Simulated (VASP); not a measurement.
A run of VASP 6.6.1:

The input INCAR:

```
PREC = Accurate ; ENCUT = 600
EDIFF = 1E-7 ; ISMEAR = 0
SIGMA = 0.1 ; LREAL = False
LASPH = True ; NELM = 60
ALGO = Normal ; ISIF = 3
LWAVE = False ; LCHARG = False
GGA = PE ; IBRION = 2
NSW = 100 ; EDIFFG = -0.01
LUSENCCL = False
```

The input KPOINTS:

```
Automatic mesh
0
Gamma
  8 8 4
```

File POSCAR:

```
Zn5S
1.0
    5.4863214382      0.0000000000      0.0000000000
    0.0000000000      5.4863214382      0.0000000000
    0.0000000000      0.0000000000      9.2465788162
Zn S
5 1
Direct
    0.5000000000      0.5000000000      0.7468696174
    0.5000000000      0.5000000000      0.2531303826
    0.0000000000      0.5000000000      0.5000000000
    0.5000000000      0.0000000000      0.5000000000
    0.5000000000      0.5000000000      0.0000000000
    0.5000000000      0.5000000000      0.5000000000
```

Potentials or basis: VASP PAW PBE potentials, release 64 (Zn, S).

Command:

```sh
$ cat potpaw_PBE.64/Zn/POTCAR potpaw_PBE.64/S/POTCAR > POTCAR
$ mpirun -np 1 vasp_std > vasp.out
```

Hardware: 1 × NVIDIA H100 80GB with 1 thread of AMD EPYC 7R13 Processor (Zen 3), with other jobs on the host.

Question: Estimate the wall time of this run.

Answer: Run time: 25 min on 1 × NVIDIA H100 80GB with 1 thread of AMD EPYC 7R13 Processor (Zen 3) (shared host), peak memory 1.7 GiB. Counts: scf iterations 422, k points 45, ion steps 32.
